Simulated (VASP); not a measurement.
Write the native input for VASP 6.6.1 that does the following.

```yaml
Task: single point
Functional: PBE
Potentials_or_basis: VASP PAW PBE potentials, release 64 (K_sv, Mo_sv)
Cutoff: 520 eV
k_mesh: 12 × 12 × 14
Occupations: gaussian, width 0.1 eV
Spin: no spin polarisation
Dipole_correction: no
Further_INCAR_settings: ALGO = Fast; EDIFF = 1e-07; NBANDS = 26
```

The structure of KMo2 lies in POSCAR:

```
KMo2
1.0
    5.1155212485      0.0000000000      0.0000000000
   -2.5577606243      4.4301713548      0.0000000000
    0.0000000000      0.0000000000      2.6210212577
K Mo
1 2
Direct
    0.0000000000      0.0000000000      0.0000000000
    0.3333333333      0.6666666667      0.5000000000
    0.6666666667      0.3333333333      0.5000000000
```

These files were run (other wordings do the same):

INCAR

```
SYSTEM = KMo2
  PREC = Accurate
  ENCUT = 520
  EDIFF = 1E-7
  ISMEAR = 0
  SIGMA = 0.1
  LREAL = .FALSE.
  LASPH = .TRUE.
  NELM = 100
  ALGO = Fast
  ISIF = 2
  LWAVE = .FALSE.
  LCHARG = .TRUE.
  GGA = PE
  LELF = .TRUE.
  LVHAR = .TRUE.
  NBANDS = 26
```

KPOINTS

```
regular mesh
0
G
  12 12 14
  0 0 0
```

Potentials or basis: VASP PAW PBE potentials, release 64 (K_sv, Mo_sv).

Launch:

```console
$ cat potpaw_PBE.64/K_sv/POTCAR potpaw_PBE.64/Mo_sv/POTCAR > POTCAR
$ mpirun -np 1 vasp_std > vasp.out
```

It gave:

```yaml
Pressure: 0.4 GPa
Band_gap_on_the_k_mesh: zero (an odd number of electrons rules out a gap without spin polarisation)
```

It took 9.1 min on 1 thread of Oxide Virtual Turin-like Processor, on a shared host, peak memory 0.3 GiB.
